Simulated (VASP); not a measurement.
Wanted: the native input for a VASP 6.6.1 run.

| Property | Result |
| --- | --- |
| Task | relaxation of cell and atoms |
| Functional | r2SCAN |
| Potentials or basis | VASP PAW PBE potentials, release 64 (V_sv) |
| Cutoff | 600 eV |
| k mesh | 10 × 10 × 10 |
| Occupations | gaussian, width 0.1 eV |
| Spin | collinear spin, ferromagnetic start |
| Starting moments | [0.27] μB |
| Dipole correction | no |
| Further INCAR settings | ALGO = Normal; EDIFF = 1e-06; IBRION = 2; EDIFFG = -0.05; NSW = 100; ISIF = 3 |

The system is V.

```
V
1.0
    -1.51435    1.51435    1.51435
     1.51435   -1.51435    1.51435
     1.51435    1.51435   -1.51435
V
1
Cartesian
  0.0000 0.0000 0.0000
```

These files were run (other wordings do the same):

POSCAR

```
V
1.0
   -1.5143500000      1.5143500000      1.5143500000
    1.5143500000     -1.5143500000      1.5143500000
    1.5143500000      1.5143500000     -1.5143500000
V
1
Direct
    0.0000000000      0.0000000000      0.0000000000
```

INCAR.step1

```
PREC = Accurate ; ENCUT = 600
ISMEAR = 0 ; SIGMA = 0.1
LREAL = F ; LASPH = T
NELM = 150 ; ISPIN = 2
MAGMOM = 0.27 ; LMAXMIX = 4
GGA = PE ; ALGO = Normal
EDIFF = 1E-4 ; LWAVE = T
LCHARG = F
```

INCAR.step2

```
PREC = Accurate ; ENCUT = 600
EDIFF = 1E-6 ; ISMEAR = 0
SIGMA = 0.1 ; LREAL = F
LASPH = T ; NELM = 150
ALGO = Normal ; ISIF = 3
LWAVE = F ; LCHARG = F
ISPIN = 2 ; MAGMOM = 0.27
LORBIT = 11 ; LMAXMIX = 4
METAGGA = R2SCAN ; LMIXTAU = T
IBRION = 2 ; NSW = 100
EDIFFG = -0.05 ; ISTART = 1
```

KPOINTS

```
Automatic mesh
0
Gamma
  10 10 10
```

Potentials or basis: VASP PAW PBE potentials, release 64 (V_sv).

Command:

```console
$ cat potpaw_PBE.64/V_sv/POTCAR > POTCAR
$ cp INCAR.step1 INCAR
$ mpirun -np 1 vasp_std > vasp.out
$ cp INCAR.step2 INCAR
$ mpirun -np 1 vasp_std > vasp.out
```

It gave:

```yaml
Relaxed_volume: 13.37 Å³/atom
Relaxed_cell: a = 2.590 Å, b = 2.590 Å, c = 2.590 Å, α = 109.47°, β = 109.47°, γ = 109.47°
Space_group_after_relaxing_to_0.1_Å: Im-3m (No. 229)
Energy_gained_by_relaxing: 12.3 meV/atom
Ionic_steps: 3
Pressure_after_relaxing: -0.1 GPa
Net_moment: 0.00 μB per cell
Valence_electrons_inside_the_program's_atomic_spheres: V 11.62
```

Caveat: the PAW data sets were made with another functional, which shifts forces and pressure a little.

It took 3.1 min on 1 thread of Intel Xeon 8259CL, with other jobs on the host, peak memory 0.17 GiB.
